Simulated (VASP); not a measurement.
A run of VASP 6.6.1 is set up as follows.

Contents of INCAR:

```
SYSTEM = TiO2
PREC     = Accurate       ! precision mode
ENCUT    = 520            ! plane-wave cutoff, eV
EDIFF    = 1E-7           ! SCF threshold, eV
ISMEAR   = 0              ! smearing method
SIGMA    = 0.02           ! smearing width, eV
LREAL    = .FALSE.        ! projectors in reciprocal space
LASPH    = .TRUE.         ! aspherical terms in the spheres
NELM     = 100            ! most SCF steps
ALGO     = Normal         ! electronic algorithm
ISIF     = 2              ! what is computed and relaxed
LWAVE    = .FALSE.        ! write WAVECAR
LCHARG   = .FALSE.        ! write CHGCAR
GGA      = CA             ! functional
NBANDS   = 60             ! bands
```

The input KPOINTS:

```
regular mesh
0
G
  8 8 8
  0 0 0
```

POSCAR

```
TiO2
1.0
   -4.2711614946      4.2711614946      1.8647098785
    4.2711614946     -4.2711614946      1.8647098785
    4.2711614946      4.2711614946     -1.8647098785
Ti O
4 8
Direct
    0.2934314058      0.0000168782      0.2934482840
    0.0000168782      0.7065685942      0.7065854725
    0.9999831218      0.2934314058      0.2934145275
    0.7065685942      0.9999831218      0.7065517160
    0.4999967754      0.1506334786      0.6506302540
    0.1620563778      0.8379553761      0.0000117539
    0.1506334786      0.5000032246      0.6506367032
    0.1620446239      0.1620563778      0.3241010017
    0.8379553761      0.8379436222      0.6758989983
    0.8493665214      0.4999967754      0.3493632968
    0.8379436222      0.1620446239      0.9999882461
    0.5000032246      0.8493665214      0.3493697460
```

Potentials or basis: VASP PAW LDA potentials, release 64 (Ti_sv, O).

Command:

```sh
$ cat potpaw_LDA.64/Ti_sv/POTCAR potpaw_LDA.64/O/POTCAR > POTCAR
$ mpirun -np 1 vasp_std > vasp.out
```

Task: Estimate the band gap on the k mesh.

Result: 1.47 eV (least direct gap 2.26 eV).

Task: Predict the largest force.

Result: 0.152 eV/Å.

Task: Estimate the pressure.

Result: 3.4 GPa.

Stress tensor (GPa, compression positive):
```
3.53 0.00 0.00
0.00 3.53 0.00
0.00 0.00 3.08
```

Caveat: the cell stands under pressure. A k mesh can miss the band edges.
